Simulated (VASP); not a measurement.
# B17N15 (a cell with a defect) (B_N) in VASP: further runs, part 2 of 2

VASP 6.6.1. Earlier steps stand in the parts before.

### Step 4. Single point, PBE, collinear spin

Contents of INCAR:

```
SYSTEM = B17N15
PREC     = Accurate       ! precision mode
ENCUT    = 520            ! plane-wave cutoff, eV
EDIFF    = 1E-6           ! SCF threshold, eV
ISMEAR   = -1             ! smearing method
SIGMA    = 0.01           ! smearing width, eV
LREAL    = Auto         
LASPH    = .True.         ! aspherical terms in the spheres
NELM     = 200            ! most SCF steps
ALGO     = Normal         ! electronic algorithm
ISIF     = 2              ! what is computed and relaxed
LWAVE    = .False.        ! write WAVECAR
LCHARG   = .False.        ! write CHGCAR
ISPIN    = 2              ! spin polarisation
MAGMOM   = 0 0 0 0 0 0.01 0 0 0.01 0.13 0 0 0 0 0.01 0 0.15 0 0.01 0 0.01 0.03 0.04 0 0 0.04 0.03 0.01 0 0.03 0.04 0 ! initial moments
LORBIT   = 11             ! projections on sites
NUPDOWN  = 1.0            ! fixed moment
GGA      = PE             ! functional
NBANDS   = 89             ! bands
NELECT   = 127.0        
GGA_COMPAT= .False.
```

Contents of KPOINTS:

```
Automatic mesh
0
Gamma
  1 1 1
  0 0 0
```

Contents of POSCAR:

```
B17N15
1.0
   -3.6241103844      3.6241103844     -3.6241103844
    3.6241103844      3.6241103844      3.6241103844
    3.6241103844     -3.6241103844     -3.6241103844
B N
17 15
Direct
    0.0000915571      0.0015794472      0.0010046449
   -0.0002043308      0.2500139921      0.7497323969
    0.0015191709      0.5023496038      0.5018120964
    0.0019600025      0.7510878370      0.2508917109
    0.2511461615      0.0002657010      0.7486730413
    0.2401850433      0.2499702298      0.4945319226
    0.2485172475      0.4984183663      0.2494229687
    0.2525291023      0.7493669486      0.0011500024
    0.5009156035     -0.0104579517      0.4950241158
    0.5006381935      0.2501393239      0.2379707684
    0.5008889866      0.4997852325     -0.0015943977
    0.5008876255      0.7489079642      0.7498401424
    0.7491334154     -0.0023276634      0.2494667893
    0.7505283875      0.2500130440     -0.0015700661
    0.7614659098      0.5105236746      0.7553998666
    0.7531723866      0.7506772239      0.5017872949
    0.5009575667      0.2499146730      0.5138292590
   -0.0075732363     -0.0031714158      0.2460170404
    0.0001343283      0.2500097767      0.0003458451
    0.0093020323      0.5052522467      0.7544721612
    0.0015716603      0.7507220549      0.5010901877
    0.2498667500     -0.0009105745     -0.0012530886
    0.2480504460      0.2500067073      0.7530778270
    0.2456330716      0.5031261799      0.4991846680
    0.2477106304      0.7416718518      0.2461147250
    0.5008521299     -0.0029757071      0.7532823001
    0.5008082797      0.5009947042      0.2496375974
    0.5008610186      0.7492990842      0.0003809624
    0.7540372308     -0.0052037558      0.4992530232
    0.7516842721      0.2500242786      0.2497843699
    0.7537867456      0.5029350374      0.0061490501
    0.7560531610      0.7583135767      0.7544237784
```

Launch:

```bash
$ cat potpaw_PBE.64/B/POTCAR potpaw_PBE.64/N/POTCAR > POTCAR
$ mpirun -np 1 vasp_gam > vasp.out
```

It took 2.2 min on 1 thread of Intel Xeon Platinum 8259CL at 2.50GHz (Skylake/Cascade Lake), shared host; peak memory 0.38 GiB.

Results (log left out):

- Free energy: -258.3687 eV
- Largest force: 0.247 eV/Å
- Net moment: 1.00 μB per cell
- Site moments: B -0.00, +0.00, +0.01, +0.21, +0.24; N +0.00, +0.01, +0.03, +0.04 μB
- Valence electrons inside the program's atomic spheres: B 2.07, 2.04, 2.13, 2.05, 2.44; N 4.00, 3.98

Forces on the atoms (eV/Å):
```
B    0.001  0.022  0.084
B    0.077 -0.079  0.070
B   -0.009  0.087  0.020
B    0.078  0.070 -0.074
B   -0.008  0.061  0.011
B   -0.150  0.146 -0.131
B   -0.019  0.000  0.086
B   -0.087  0.019  0.004
B    0.122  0.142  0.141
B    0.065 -0.070 -0.073
B   -0.062  0.007  0.011
B   -0.069 -0.078 -0.071
B   -0.085  0.008  0.017
B   -0.012  0.009  0.058
B   -0.149 -0.130  0.144
B   -0.017  0.091  0.006
B   -0.006  0.021  0.025
N    0.026  0.023  0.027
N    0.020 -0.022 -0.021
N    0.027  0.023  0.020
N    0.020 -0.022 -0.022
N    0.122  0.039 -0.117
N   -0.035  0.035 -0.187
N   -0.019 -0.024  0.030
N   -0.025  0.022 -0.022
N    0.181  0.041  0.036
N   -0.041 -0.119 -0.117
N    0.022 -0.022 -0.021
N   -0.025 -0.026  0.016
N    0.120 -0.116  0.035
N   -0.041 -0.183  0.038
N   -0.023  0.025 -0.021
```

Caveat: the k points lie up to 1.23 Å⁻¹ apart; the cell carries a net charge on a neutralising background, which shifts energy and pressure; the cell is charged against a uniform background, so pressure and absolute levels hang on convention; the total moment is fixed, so each spin has its own Fermi level.

### Step 5. Single point, PBE, collinear spin

Contents of INCAR:

```
ALGO     = Normal         # electronic algorithm
EDIFF    = 1E-6           # SCF threshold, eV
ENCUT    = 520            # plane-wave cutoff, eV
GGA      = PE             # functional
GGA_COMPAT= False        
ISIF     = 2              # what is computed and relaxed
ISMEAR   = -1             # smearing method
ISPIN    = 2              # spin polarisation
LASPH    = True           # aspherical terms in the spheres
LCHARG   = False          # write CHGCAR
LORBIT   = 11             # projections on sites
LREAL    = Auto         
LWAVE    = False          # write WAVECAR
MAGMOM   = 0 0 0 0.01 0.01 0.03 0 0 0.03 0.11 0 0 0 0 0.11 0 0.32 0.05 0.03 0.04 0.02 0.06 0.05 0.01 0.05 0.05 0.04 0.03 0.01 0.04 0.06 0.04 # initial moments
NBANDS   = 89             # bands
NELM     = 200            # most SCF steps
NUPDOWN  = 2.0            # fixed moment
PREC     = Accurate       # precision mode
SIGMA    = 0.01           # smearing width, eV
```

Contents of KPOINTS:

```
k-points
0
Gamma
  1 1 1
```

Contents of POSCAR:

```
B17N15
1.0
   -3.6241103844      3.6241103844     -3.6241103844
    3.6241103844      3.6241103844      3.6241103844
    3.6241103844     -3.6241103844     -3.6241103844
B N
17 15
Direct
   -0.0001409464     -0.0007352080      0.0004908355
   -0.0017927766      0.2458382576      0.7489169370
   -0.0020263744      0.4997105245      0.4987496256
    0.0026629026      0.7505773785      0.2519615001
    0.2494633815     -0.0026484416      0.7455361504
    0.2376621018      0.2555160499      0.4986959721
    0.2477813529      0.4959390297      0.2486080462
    0.2513983797      0.7477893820      0.0005160926
    0.5076929547     -0.0143805423      0.4988402832
    0.4985621192      0.2465290239      0.2296626202
    0.4981406610      0.4975411148     -0.0029894824
    0.4979336289      0.7460593635      0.7489121489
    0.7480182208     -0.0043003416      0.2486110072
    0.7496271843      0.2460389410     -0.0029766208
    0.7677229561      0.5155250423      0.7678424338
    0.7518291704      0.7458688818      0.4987656276
    0.4881848921      0.2360795438      0.4987379351
   -0.0058143353     -0.0044883818      0.2458443368
   -0.0013682548      0.2465254587     -0.0012541959
    0.0010059693      0.4981042408      0.7498203552
   -0.0004464802      0.7474422911      0.4987453915
    0.2471913171     -0.0049061438     -0.0045757804
    0.2471131288      0.2483917079      0.7515910072
    0.2433528272      0.5019188737      0.4987346099
    0.2476479129      0.7421541924      0.2458996538
    0.5005088998     -0.0050153092      0.7516379154
    0.4991541291      0.4978226844      0.2476923766
    0.4986315364      0.7465247473     -0.0012478390
    0.7540387051     -0.0087425484      0.4987666910
    0.7498935246      0.2470513889      0.2477345136
    0.7505169740      0.4983995373      0.0020713961
    0.7501814020      0.7488048218      0.7497724301
```

Potentials or basis: VASP PAW PBE potentials, release 64 (B, N).

Launch:

```bash
$ cat potpaw_PBE.64/B/POTCAR potpaw_PBE.64/N/POTCAR > POTCAR
$ mpirun -np 1 vasp_gam > vasp.out
```

OUTCAR:

```text
EDIFF = 1E-6
   ENCUT = 520
   GGA = PE
   ISIF = 2
   ISMEAR = -1
   ISPIN = 2
   LASPH = True
   LORBIT = 11
   LREAL = Auto
   NELM = 200
   NUPDOWN = 2.0
   PREC = Accurate

 ion  position               nearest neighbor table
   1  1.000  0.999  0.000-  19 1.56  18 1.56  32 1.57  22 1.57
   2  0.998  0.246  0.749-  23 1.55  19 1.57  29 1.57  20 1.58
   3  0.998  0.500  0.499-  24 1.54  21 1.55  30 1.57  20 1.57
   4  0.003  0.751  0.252-  21 1.56  18 1.57  25 1.57  31 1.58
   5  0.249  0.997  0.746-  21 1.56  26 1.57  23 1.57  22 1.58
   6  0.238  0.256  0.499-  24 1.54  18 1.58  23 1.58  17 1.62
[... 24 lines left out ...]
  31  0.751  0.498  0.002-  15 1.55  14 1.57  11 1.57   4 1.58
  32  0.750  0.749  0.750-  15 1.54   1 1.57  16 1.57  12 1.58

  LATTYP: Found a body centered cubic cell.
 ALAT       =     7.2482207688

  Lattice vectors:

 A1 = (  -3.6241103844,   3.6241103844,  -3.6241103844)
 A2 = (   3.6241103844,   3.6241103844,   3.6241103844)
 A3 = (   3.6241103844,  -3.6241103844,  -3.6241103844)

Analysis of symmetry for initial positions (statically):
=====================================================================
 Subroutine PRICEL returns:
 Original cell was already a primitive cell.

 Routine SETGRP: Setting up the symmetry group for a
 body centered cubic supercell.

 Subroutine GETGRP returns: Found  1 space group operations
 (whereof  1 operations were pure point group operations)
 out of a pool of 48 trial point group operations.

The static configuration has the point symmetry C_1 .

Analysis of symmetry for dynamics (positions and initial velocities):
=====================================================================
 Subroutine PRICEL returns:
 Original cell was already a primitive cell.

 Routine SETGRP: Setting up the symmetry group for a
 body centered cubic supercell.

 Subroutine GETGRP returns: Found  1 space group operations
 (whereof  1 operations were pure point group operations)
 out of a pool of 48 trial point group operations.

The dynamic configuration has the point symmetry C_1 .

Analysis of structural, dynamic, and magnetic symmetry:
=====================================================================
 Subroutine PRICEL returns:
 Original cell was already a primitive cell.

 Routine SETGRP: Setting up the symmetry group for a
 body centered cubic supercell.

 Subroutine GETGRP returns: Found  1 space group operations
 (whereof  1 operations were pure point group operations)
 out of a pool of 48 trial point group operations.

The overall configuration has the point symmetry C_1 .

 Subroutine INISYM returns: Found  1 space group operations
 (whereof  1 operations are pure point group operations),
 and found     1 'primitive' translations

----------------------------------------------------------------------------------------

                                     Primitive cell

  volume of cell :     190.3988

  direct lattice vectors                    reciprocal lattice vectors
    -3.624110384  3.624110384 -3.624110384     0.000000000  0.137964893 -0.137964893
[... 130 lines left out ...]
   POTIM  = 0.5000    time-step for ionic-motion
   TEBEG  =    0.0;   TEEND  =   0.0 temperature during run
   PSTRESS=    0.0 pullay stress
   NELECT =     126.0000    total number of electrons
   NUPDOWN=       2.0000    fix difference up-down
   EMIN   =  10.00;   EMAX   =-10.00  energy-range for DOS
   EFERMI =   0.00;   METHOD = LEGACY
   ISMEAR =    -1;   SIGMA  =   0.01  broadening in eV -4-tet -1-fermi 0-gaus
   EFERMI_NEDOS =   21; number of points for ismear=-14 and -15
   IALGO  =     38    algorithm
   IMIX   =      4    mixing-type and parameters
     AMIX     =   0.40;   BMIX     =  1.00
     AMIX_MAG =   1.60;   BMIX_MAG =  1.00
  volume/ion in A,a.u.               =       5.95        40.15
  Fermi-wavevector in a.u.,A,eV,Ry     =   1.426626  2.695933 27.691434  2.035263
  Thomas-Fermi vector in A             =   2.546883
   LORBIT       =     11    0 simple, 1 ext, 2 COOP (PROOUT), +10 PAW based schemes
   GGA     = PE    functional components
   LHFCALC =     F    Hartree Fock is set to
   AEXX    =    0.0000 exact exchange contribution
   IVDW    =     0    specifies the selected vdW correction
   LEPSILON=     F    determine dielectric tensor
   LRPA    =     F    only Hartree local field effects (RPA)
 spin polarized calculation
  energy-cutoff  :      520.00
  volume of cell :      190.40
 maximum number of plane-waves:      2545
 NGX is ok and might be reduce to    48
   NGX = 23   NGY = 23   NGZ = 23

 number of electron     126.0000010 magnetization       1.9999986

 Free energy of the ion-electron system (eV)
  ---------------------------------------------------
  ext. energy  EPLUGINS =         0.00000000
  ---------------------------------------------------
  free energy    TOTEN  =      -267.47692429 eV

  energy without entropy =     -267.47692429  energy(sigma->0) =     -267.47692429

 E-fermi :   8.9597     XC(G=0): -12.7546

 val. band max:        8.6315004364   @ k =   0.0000   0.0000   0.0000
 cond. band min:       9.4206942696   @ k =   0.0000   0.0000   0.0000
 fundamental gap:      0.7891938332
 Fermi energy:         8.8485573060

 spin component 1

 k-point     1 :       0.0000    0.0000    0.0000
  band No.  band energies     occupation
      1     -12.9132      1.00000
      2      -9.5345      1.00000
      3      -9.4994      1.00000
      4      -9.4866      1.00000
      5      -9.4864      1.00000
      6      -9.4703      1.00000
[... 67 lines left out ...]
     74      16.6507      0.00000
     75      16.7424      0.00000
 Fermi energy:         8.9597449710

 spin component 2

 k-point     1 :       0.0000    0.0000    0.0000
  band No.  band energies     occupation
      1     -12.8529      1.00000
      2      -9.4592      1.00000
      3      -9.4552      1.00000
      4      -9.4474      1.00000
      5      -9.4307      1.00000
      6      -9.4158      1.00000
[... 67 lines left out ...]
     74      16.7704      0.00000
     75      16.7809      0.00000
 [bands above 75 left out]

------------------------ aborting loop because EDIFF is reached ----------------------------------------

  FORCE on cell =-STRESS in cart. coord.  units (eV):
  Direction    XX          YY          ZZ          XY          YZ          ZX
  --------------------------------------------------------------------------------------
  -------------------------------------------------------------------------------------
  Total       14.3039087     10.0296830     14.3558924     -0.0082389     -0.0011484      3.2455677
  in kB      120.3652357     84.3982707    120.8026704     -0.0693288     -0.0096636     27.3109627
  external PRESSURE =     108.5220589 kB  Pullay stress =       0.0000000 kB

 VOLUME and BASIS-vectors are now :
 -----------------------------------------------------------------------------
  energy-cutoff  :      520.00
  volume of cell :      190.40
      direct lattice vectors                 reciprocal lattice vectors
    -3.624110384  3.624110384 -3.624110384     0.000000000  0.137964893 -0.137964893
     3.624110384  3.624110384  3.624110384     0.137964893  0.137964893  0.000000000
     3.624110384 -3.624110384 -3.624110384     0.137964893  0.000000000 -0.137964893

 POSITION                                       TOTAL-FORCE (eV/Angst)
 -----------------------------------------------------------------------------------
     -0.00037      7.24327     -0.00393         0.015263      0.026179     -0.030867
     -0.01251      1.79440     -5.44083         0.088299     -0.053189      0.057986
      0.00176      3.62025     -3.61328         0.014907      0.073555      0.012931
      3.62366      1.81669      1.79739         0.060536      0.132112     -0.063448
      5.41233      1.81669      0.00852        -0.061267      0.131835      0.062346
      1.87203     -0.02000     -1.74262        -0.207303      0.244675     -0.204531
[... 24 lines left out ...]
     -0.90619      4.51870     -0.92121        -0.055515     -0.109016      0.054350
      2.71227      2.71523     -2.72225        -0.049982     -0.125567     -0.014995
 -----------------------------------------------------------------------------------
    total drift:                                0.008817      0.006418      0.003161

  FREE ENERGIE OF THE ION-ELECTRON SYSTEM (eV)
  ---------------------------------------------------
  free  energy   TOTEN  =      -267.4769242879 eV

  energy  without entropy=     -267.4769242879  energy(sigma->0) =     -267.47692429

 total charge

# of ion       s       p       d       tot
------------------------------------------
    1        0.676   1.358   0.000   2.034
    2        0.676   1.358   0.000   2.034
    3        0.678   1.379   0.000   2.057
    4        0.673   1.348   0.000   2.021
    5        0.673   1.348   0.000   2.021
    6        0.698   1.427   0.000   2.125
[... 24 lines left out ...]
   31        1.208   2.761   0.000   3.968
   32        1.206   2.768   0.000   3.974
--------------------------------------------------
tot         29.767  65.019   0.000  94.785

 magnetization (x)

# of ion       s       p       d       tot
------------------------------------------
    1        0.001   0.005   0.000   0.006
    2       -0.000   0.005   0.000   0.004
    3        0.000  -0.002   0.000  -0.001
    4        0.001   0.007   0.000   0.008
    5        0.001   0.007   0.000   0.008
    6        0.004   0.041   0.000   0.044
[... 24 lines left out ...]
   31        0.002   0.060   0.000   0.063
   32        0.002   0.042   0.000   0.044
--------------------------------------------------
tot          0.095   1.503   0.000   1.598
```

Wall time 1.9 min (1 thread of Intel Xeon Platinum 8259CL at 2.50GHz (Skylake/Cascade Lake), shared host); peak memory 0.38 GiB.

What came out:

```yaml
Free_energy: -267.4769 eV
Pressure: 10.9 GPa
Largest_force: 0.381 eV/Å
Net_moment: 2.00 μB per cell
Site_moments: B +0.01, +0.00, -0.00, +0.04, +0.18, +0.50; N +0.05, +0.03, +0.04, +0.02, +0.06, +0.01 μB
Valence_electrons_inside_the_program's_atomic_spheres: B 2.03, 2.06, 2.02, 2.12, 2.07, 2.25; N 3.97, 3.99, 4.00
```

Forces on the atoms (eV/Å):
```
B    0.015  0.026 -0.031
B    0.088 -0.053  0.058
B    0.015  0.074  0.013
B    0.061  0.132 -0.063
B   -0.061  0.132  0.062
B   -0.207  0.245 -0.205
B   -0.092 -0.052 -0.056
B    0.031  0.025 -0.017
B    0.204  0.246  0.208
B    0.207 -0.160 -0.211
B   -0.034  0.024  0.020
B   -0.058 -0.053 -0.090
B    0.053 -0.055  0.090
B   -0.018  0.024  0.031
B   -0.207 -0.158  0.214
B   -0.014  0.074 -0.013
B    0.001  0.100 -0.002
N   -0.167  0.067 -0.008
N    0.002 -0.009 -0.001
N    0.015 -0.127  0.052
N    0.002 -0.037  0.000
N    0.057 -0.111 -0.055
N   -0.004  0.065 -0.171
N    0.047 -0.029  0.047
N    0.007  0.066  0.169
N    0.169  0.066  0.003
N   -0.012 -0.127 -0.049
N    0.001 -0.008 -0.001
N   -0.046 -0.027 -0.049
N    0.050 -0.123  0.015
N   -0.056 -0.109  0.054
N   -0.050 -0.126 -0.015
```

Stress tensor (GPa, compression positive):
```
12.04 -0.01  2.73
-0.01  8.44  0.00
 2.73  0.00 12.08
```

Caveat: the k points lie up to 1.23 Å⁻¹ apart; the total moment is fixed, so each spin has its own Fermi level.
